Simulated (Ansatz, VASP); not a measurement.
## One calculation of Ag, two programs

The input POSCAR:

```
Ag
1.0
    2.9401015088      0.0000000000      0.0000000000
   -1.4700507544      2.5462025963      0.0000000000
    0.0000000000      0.0000000000      4.7629644442
Ag
2
Direct
    0.2333333333      0.6166666667      0.1750000000
    0.7666666667      0.3833333333      0.8250000000
```

INCAR.step1

```
PREC = Accurate
ENCUT = 510
ISMEAR = -1
SIGMA = 0.05
LREAL = F
LASPH = T
NELM = 120
NBANDS = 26
GGA = PE
ALGO = Normal
EDIFF = 1E-5
LWAVE = T
LCHARG = F
GGA_COMPAT = F
```

File INCAR.step2:

```
PREC = Accurate
ENCUT = 510
EDIFF = 1E-8
ISMEAR = -1
SIGMA = 0.05
LREAL = F
LASPH = T
NELM = 120
ALGO = Normal
ISIF = 2
LWAVE = F
LCHARG = F
METAGGA = R2SCAN
LMIXTAU = T
LEFG = T
NBANDS = 26
ISTART = 1
GGA_COMPAT = F
```

Contents of KPOINTS:

```
regular mesh
0
Gamma
  12 12 6
```

Input for Ansatz:

```yaml
crystal:
  lattice:
    - [2.9401015088, 0.0, 0.0]
    - [-1.4700507544, 2.5462025963, 0.0]
    - [0.0, 0.0, 4.7629644442]
  atoms:
    - { symbol: Ag, position: [0.2333333333, 0.6166666667, 0.175] }
    - { symbol: Ag, position: [0.7666666667, 0.3833333333, 0.825] }
kpoints:
  mp_grid: { grid: [12, 12, 6] }
scf:
  occupations: { method: fermi_dirac, width: 0.05 }
hamiltonian:
  xc: r2scan
  pseudopotentials: { kind: paw }
output:
  forces: true
  stress: true
  eigenvalues: true
  efg: { contact_densities: true }
  populations: true
```

Change from the starting cell: shortest bond scaled by 0.7, PAW files.

Alike in both runs: task electric field gradients; functional r2SCAN; k mesh 12 × 12 × 6; occupations fermi-dirac, width 0.05 eV; no spin polarisation.

```csv
,VASP,Ansatz
version,VASP 6.6.1,Ansatz 0.2.0
potentials or method,"VASP PAW PBE potentials, release 64 (Ag_sv_GW)","PAW with Ansatz's default frozen-core files, scalar-relativistic"
plane-wave cutoff (eV),510,500
valence electrons in the cell,38,38
```

VASP gave:

- rms of the force components (eV/Å): 8.255
- size of Vzz on the site where it differs most (V/Å²): 34.4

Q: Estimate Ansatz's values.

A: rms of the force components (eV/Å): 8.258; size of Vzz on the site where it differs most (V/Å²): 32.8.

VASP's potentials were made for PBE, not for r2SCAN. Atom by atom the forces differ by 0.005 eV/Å (rms over components).
